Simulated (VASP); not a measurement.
# Rh (P6_3/mmc) in VASP: further runs, part 3 of 3

VASP 6.6.1.

**5. Single point, LDA**

Contents of INCAR:

```
SYSTEM = Rh
PREC = Accurate
ENCUT = 520
EDIFF = 1E-7
ISMEAR = 0
SIGMA = 0.05
LREAL = .False.
LASPH = .True.
NELM = 80
ALGO = Normal
ISIF = 2
LWAVE = .False.
LCHARG = .True.
GGA = CA
LELF = .True.
LVHAR = .True.
NBANDS = 22
```

Contents of KPOINTS:

```
Automatic mesh
0
Gamma
  11 11 6
  0 0 0
```

Contents of POSCAR:

```
Rh
1.0
    2.7309790000      0.0000000000      0.0000000000
   -1.3654895000      2.3650971912      0.0000000000
    0.0000000000      0.0000000000      4.4284890000
Rh
2
Direct
    0.6666666667      0.3333333333      0.7500000000
    0.3333333333      0.6666666667      0.2500000000
```

Potentials or basis: VASP PAW LDA potentials, release 64 (Rh_pv).

Started as:

```bash
$ cat potpaw_LDA.64/Rh_pv/POTCAR > POTCAR
$ mpirun -np 1 vasp_std > vasp.out
```

OUTCAR:

```text
SYSTEM = Rh
   PREC = Accurate
   ENCUT = 520
   EDIFF = 1E-7
   ISMEAR = 0
   LREAL = .False.
   LASPH = .True.
   NELM = 80
   ISIF = 2
   GGA = CA

 ion  position               nearest neighbor table
   1  0.667  0.333  0.750-   2 2.72   2 2.72   2 2.72   2 2.72   2 2.72   2 2.72
   2  0.333  0.667  0.250-   1 2.72   1 2.72   1 2.72   1 2.72   1 2.72   1 2.72

  LATTYP: Found a hexagonal cell.
 ALAT       =     2.7309790000
 C/A-ratio  =     1.6215756328

  Lattice vectors:

 A1 = (   2.7309790000,   0.0000000000,   0.0000000000)
 A2 = (  -1.3654895000,   2.3650971912,   0.0000000000)
 A3 = (   0.0000000000,   0.0000000000,   4.4284890000)

Analysis of symmetry for initial positions (statically):
=====================================================================
 Subroutine PRICEL returns:
 Original cell was already a primitive cell.

 Routine SETGRP: Setting up the symmetry group for a
 hexagonal supercell.

 Subroutine GETGRP returns: Found 24 space group operations
 (whereof 12 operations were pure point group operations)
 out of a pool of 24 trial point group operations.

The static configuration has the point symmetry D_3d.
 The point group associated with its full space group is D_6h.

Analysis of symmetry for dynamics (positions and initial velocities):
=====================================================================
 Subroutine PRICEL returns:
 Original cell was already a primitive cell.

 Routine SETGRP: Setting up the symmetry group for a
 hexagonal supercell.

 Subroutine GETGRP returns: Found 24 space group operations
 (whereof 12 operations were pure point group operations)
 out of a pool of 24 trial point group operations.

The dynamic configuration has the point symmetry D_3d.
 The point group associated with its full space group is D_6h.

 Subroutine INISYM returns: Found 24 space group operations
 (whereof 12 operations are pure point group operations),
[... 104 lines left out ...]
   POTIM  = 0.5000    time-step for ionic-motion
   TEBEG  =    0.0;   TEEND  =   0.0 temperature during run
   PSTRESS=    0.0 pullay stress
   NELECT =      30.0000    total number of electrons
   NUPDOWN=      -1.0000    fix difference up-down
   EMIN   =  10.00;   EMAX   =-10.00  energy-range for DOS
   EFERMI =   0.00;   METHOD = LEGACY
   ISMEAR =     0;   SIGMA  =   0.05  broadening in eV -4-tet -1-fermi 0-gaus
   EFERMI_NEDOS =   21; number of points for ismear=-14 and -15
   IALGO  =     38    algorithm
   IMIX   =      4    mixing-type and parameters
     AMIX     =   0.40;   BMIX     =  1.00
     AMIX_MAG =   1.60;   BMIX_MAG =  1.00
  volume/ion in A,a.u.               =      14.30        96.51
  Fermi-wavevector in a.u.,A,eV,Ry     =   1.663314  3.143208 37.642067  2.766614
  Thomas-Fermi vector in A             =   2.750053
   LORBIT       =      0    0 simple, 1 ext, 2 COOP (PROOUT), +10 PAW based schemes
   GGA     = CA    functional components
   LHFCALC =     F    Hartree Fock is set to
   AEXX    =    0.0000 exact exchange contribution
   IVDW    =     0    specifies the selected vdW correction
   LEPSILON=     F    determine dielectric tensor
   LRPA    =     F    only Hartree local field effects (RPA)
 non-spin polarized calculation
 Gauss-broadening in eV      SIGMA  =   0.05
  energy-cutoff  :      520.00
  volume of cell :       28.60
 maximum number of plane-waves:       785
   NGX = 11   NGY = 11   NGZ = 17

 number of electron      30.0000009 magnetization

 Free energy of the ion-electron system (eV)
  ---------------------------------------------------
  ext. energy  EPLUGINS =         0.00000000
  ---------------------------------------------------
  free energy    TOTEN  =       -17.15555804 eV

  energy without entropy =      -17.15078235  energy(sigma->0) =      -17.15317020

 E-fermi :  11.0739     XC(G=0): -14.1006

 val. band max:       11.0598599042   @ k =   0.3636   0.1818   0.3333
 cond. band min:      11.0759525336   @ k =   0.0909   0.0909   0.3333
 fundamental gap:      0.0160926293
 Fermi energy:        11.0739441400

 k-point     1 :       0.0000    0.0000    0.0000
  band No.  band energies     occupation
      1     -35.7560      2.00000
      2     -35.1784      2.00000
      3     -35.1784      2.00000
      4     -35.0940      2.00000
      5     -35.0840      2.00000
      6     -35.0840      2.00000
[... 589 lines left out ...]
     21      26.8675      0.00000
     22      28.3356      0.00000

 [... further k-points ...]
[... 5 lines left out ...]
  --------------------------------------------------------------------------------------
  -------------------------------------------------------------------------------------
  Total       -3.3011266     -3.3011266     -3.4703412      0.0000000      0.0000000      0.0000000
  in kB     -184.9055061   -184.9055061   -194.3836956      0.0000000      0.0000000      0.0000000
  external PRESSURE =    -188.0649026 kB  Pullay stress =       0.0000000 kB

 VOLUME and BASIS-vectors are now :
 -----------------------------------------------------------------------------
  energy-cutoff  :      520.00
  volume of cell :       28.60
      direct lattice vectors                 reciprocal lattice vectors
     2.730979000  0.000000000  0.000000000     0.366169055  0.211407803  0.000000000
    -1.365489500  2.365097191  0.000000000     0.000000000  0.422815605  0.000000000
     0.000000000  0.000000000  4.428489000     0.000000000  0.000000000  0.225810655

 POSITION                                       TOTAL-FORCE (eV/Angst)
 -----------------------------------------------------------------------------------
      1.36549      0.78837      3.32137        -0.000000      0.000000      0.000000
     -0.00000      1.57673      1.10712         0.000000     -0.000000      0.000000
 -----------------------------------------------------------------------------------
    total drift:                               -0.000000      0.000000     -0.000000

  FREE ENERGIE OF THE ION-ELECTRON SYSTEM (eV)
  ---------------------------------------------------
  free  energy   TOTEN  =       -17.1555580443 eV

  energy  without entropy=      -17.1507823489  energy(sigma->0) =      -17.15317020
```

OSZICAR:

```text
N       E                     dE             d eps       ncg     rms          rms(c)
DAV:   1     0.324294526442E+03    0.32429E+03   -0.19086E+04  2832   0.158E+03
DAV:   2    -0.112229217730E+02   -0.33552E+03   -0.32403E+03  2924   0.472E+02
DAV:   3    -0.182311630384E+02   -0.70082E+01   -0.69713E+01  3308   0.771E+01
DAV:   4    -0.182782427664E+02   -0.47080E-01   -0.47076E-01  3104   0.633E+00
DAV:   5    -0.182789862601E+02   -0.74349E-03   -0.74349E-03  3326   0.830E-01    0.137E+01
DAV:   6    -0.171976487011E+02    0.10813E+01   -0.26166E+00  3074   0.170E+01    0.435E+00
DAV:   7    -0.171641916712E+02    0.33457E-01   -0.37540E-02  3182   0.163E+00    0.211E+00
DAV:   8    -0.171558689585E+02    0.83227E-02   -0.83005E-03  3062   0.107E+00    0.297E-01
DAV:   9    -0.171555458217E+02    0.32314E-03   -0.31862E-04  3290   0.217E-01    0.425E-02
DAV:  10    -0.171555580808E+02   -0.12259E-04   -0.51945E-06  3226   0.225E-02    0.278E-03
DAV:  11    -0.171555580443E+02    0.36529E-07   -0.36303E-07  3298   0.572E-03
   1 F= -.17155558E+02 E0= -.17153170E+02  d E =-.477570E-02
```

stdout:

```text
POSCAR found type information on POSCAR Rh
 POSCAR found :  1 types and       2 ions
 scaLAPACK will be used
 LDA part: xc-table for (Slater(with rela. corr.)+CA(PZ))
 , standard interpolation
 POSCAR, INCAR and KPOINTS ok, starting setup
 FFT: planning ... GRIDC
 FFT: planning ... GRID_SOFT
 FFT: planning ... GRID
 WAVECAR not read
 entering main loop
```

It took 16 s on 1 thread of Intel Xeon 6975P-C, shared host; peak memory 0.15 GiB.

What came out:

```
Free energy            : -17.1556 eV
Pressure               : -18.8 GPa
Band gap on the k mesh : zero (band 15 reaches 11.67 eV, above the bottom of band 16 at 9.43 eV)
```

Levels at points of the mesh, in eV from the Fermi level:
```tsv
k point	band 11	band 12	band 13	band 14	band 15	band 16	band 17	band 18	band 19	band 20
(0.00, 0.00, 0.00)	-2.87	-2.38	-2.38	-1.79	-1.79	0.14	0.14	0.72	8.16	15.88
(0.00, 0.00, 0.50)	-2.97	-2.97	-2.97	-2.97	-0.41	-0.41	-0.41	-0.41	14.63	14.63
```

**6. Single point, LDA**

Contents of INCAR:

```
PREC     = Accurate       # precision mode
ENCUT    = 520            # plane-wave cutoff, eV
EDIFF    = 1E-7           # SCF threshold, eV
ISMEAR   = 0              # smearing method
SIGMA    = 0.025          # smearing width, eV
LREAL    = False          # projectors in reciprocal space
LASPH    = True           # aspherical terms in the spheres
NELM     = 80             # most SCF steps
ALGO     = Normal         # electronic algorithm
ISIF     = 2              # what is computed and relaxed
LWAVE    = False          # write WAVECAR
LCHARG   = True           # write CHGCAR
GGA      = CA             # functional
LELF     = True           # ELF
LVHAR    = True         
NBANDS   = 22             # bands
```

Contents of KPOINTS:

```
Automatic mesh
0
Gamma
  11 11 6
```

POSCAR is that of step 5.

Potentials or basis: VASP PAW LDA potentials, release 64 (Rh_pv).

Started as:

```bash
$ cat potpaw_LDA.64/Rh_pv/POTCAR > POTCAR
$ mpirun -np 1 vasp_std > vasp.out
```

OUTCAR:

```text
PREC = Accurate
   ENCUT = 520
   EDIFF = 1E-7
   ISMEAR = 0
   LREAL = False
   LASPH = True
   NELM = 80
   ISIF = 2
   GGA = CA

 ion  position               nearest neighbor table
   1  0.667  0.333  0.750-   2 2.72   2 2.72   2 2.72   2 2.72   2 2.72   2 2.72
   2  0.333  0.667  0.250-   1 2.72   1 2.72   1 2.72   1 2.72   1 2.72   1 2.72

  LATTYP: Found a hexagonal cell.
 ALAT       =     2.7309790000
 C/A-ratio  =     1.6215756328

  Lattice vectors:

 A1 = (   2.7309790000,   0.0000000000,   0.0000000000)
 A2 = (  -1.3654895000,   2.3650971912,   0.0000000000)
 A3 = (   0.0000000000,   0.0000000000,   4.4284890000)

Analysis of symmetry for initial positions (statically):
=====================================================================
 Subroutine PRICEL returns:
 Original cell was already a primitive cell.

 Routine SETGRP: Setting up the symmetry group for a
 hexagonal supercell.

 Subroutine GETGRP returns: Found 24 space group operations
 (whereof 12 operations were pure point group operations)
 out of a pool of 24 trial point group operations.

The static configuration has the point symmetry D_3d.
[... 153 lines left out ...]
 number of electron      30.0000009 magnetization

 Free energy of the ion-electron system (eV)
  ---------------------------------------------------
  ext. energy  EPLUGINS =         0.00000000
  ---------------------------------------------------
  free energy    TOTEN  =       -17.15365151 eV

  energy without entropy =      -17.15213542  energy(sigma->0) =      -17.15289347

 E-fermi :  11.0708     XC(G=0): -14.1005

 val. band max:       11.0601301682   @ k =   0.3636   0.1818   0.3333
 cond. band min:      11.0761833576   @ k =   0.0909   0.0909   0.3333
 fundamental gap:      0.0160531894
 Fermi energy:        11.0708127473

 k-point     1 :       0.0000    0.0000    0.0000
  band No.  band energies     occupation
      1     -35.7552      2.00000
      2     -35.1786      2.00000
      3     -35.1786      2.00000
      4     -35.0932      2.00000
      5     -35.0841      2.00000
      6     -35.0841      2.00000
[... 589 lines left out ...]
     21      26.8675      0.00000
     22      28.3357      0.00000

 [... further k-points ...]
[... 5 lines left out ...]
  --------------------------------------------------------------------------------------
  -------------------------------------------------------------------------------------
  Total       -3.3149247     -3.3149247     -3.4535842      0.0000000      0.0000000      0.0000000
  in kB     -185.6783773   -185.6783773   -193.4450902      0.0000000      0.0000000      0.0000000
  external PRESSURE =    -188.2672816 kB  Pullay stress =       0.0000000 kB

 VOLUME and BASIS-vectors are now :
 -----------------------------------------------------------------------------
  energy-cutoff  :      520.00
  volume of cell :       28.60
      direct lattice vectors                 reciprocal lattice vectors
     2.730979000  0.000000000  0.000000000     0.366169055  0.211407803  0.000000000
    -1.365489500  2.365097191  0.000000000     0.000000000  0.422815605  0.000000000
     0.000000000  0.000000000  4.428489000     0.000000000  0.000000000  0.225810655

 POSITION                                       TOTAL-FORCE (eV/Angst)
 -----------------------------------------------------------------------------------
      1.36549      0.78837      3.32137        -0.000000      0.000000      0.000000
     -0.00000      1.57673      1.10712         0.000000     -0.000000      0.000000
 -----------------------------------------------------------------------------------
    total drift:                               -0.000000      0.000000     -0.000000

  FREE ENERGIE OF THE ION-ELECTRON SYSTEM (eV)
  ---------------------------------------------------
  free  energy   TOTEN  =       -17.1536515115 eV

  energy  without entropy=      -17.1521354226  energy(sigma->0) =      -17.15289347
```

OSZICAR:

```text
N       E                     dE             d eps       ncg     rms          rms(c)
DAV:   1     0.324294949493E+03    0.32429E+03   -0.19086E+04  2832   0.158E+03
DAV:   2    -0.112207055379E+02   -0.33552E+03   -0.32404E+03  2924   0.472E+02
DAV:   3    -0.182284857475E+02   -0.70078E+01   -0.69718E+01  3308   0.772E+01
DAV:   4    -0.182755810731E+02   -0.47095E-01   -0.47092E-01  3104   0.633E+00
DAV:   5    -0.182763249863E+02   -0.74391E-03   -0.74391E-03  3326   0.830E-01    0.137E+01
DAV:   6    -0.171956540126E+02    0.10807E+01   -0.26156E+00  3074   0.170E+01    0.435E+00
DAV:   7    -0.171622849749E+02    0.33369E-01   -0.37380E-02  3182   0.163E+00    0.212E+00
DAV:   8    -0.171539541584E+02    0.83308E-02   -0.81864E-03  3062   0.106E+00    0.294E-01
DAV:   9    -0.171536393510E+02    0.31481E-03   -0.30716E-04  3290   0.212E-01    0.425E-02
DAV:  10    -0.171536515297E+02   -0.12179E-04   -0.51554E-06  3254   0.225E-02    0.320E-03
DAV:  11    -0.171536515115E+02    0.18204E-07   -0.37634E-07  3280   0.585E-03
   1 F= -.17153652E+02 E0= -.17152893E+02  d E =-.151609E-02
```

It took 22 s on 1 thread of Intel Xeon 6975P-C, shared host; peak memory 0.15 GiB.

What came out:

- Free energy: -17.1537 eV
- Pressure: -18.8 GPa
- Band gap on the k mesh: zero (band 15 reaches 11.67 eV, above the bottom of band 16 at 9.43 eV)

Stress tensor (GPa, compression positive):
```
-18.57   0.00   0.00
  0.00 -18.57   0.00
  0.00   0.00 -19.34
```

**7. Overview**

```csv
smearing,gap on the mesh (eV),pressure (GPa)
gaussian 0.25 eV,none,-18.3
gaussian 0.15 eV,none,-18.6
gaussian 0.1 eV,none,-18.8
gaussian 0.05 eV,none,-18.8
gaussian 0.025 eV,none,-18.8
```

Alike in all rows: task single point; level LDA; potentials or basis VASP PAW LDA potentials, release 64 (Rh_pv); no spin polarisation; cell as given; k mesh 11 × 11 × 6; cutoff (eV) 520.

Every run on the cell as given and a fine mesh finds a metal.

Absolute energies hang on the potentials; compare differences alone.
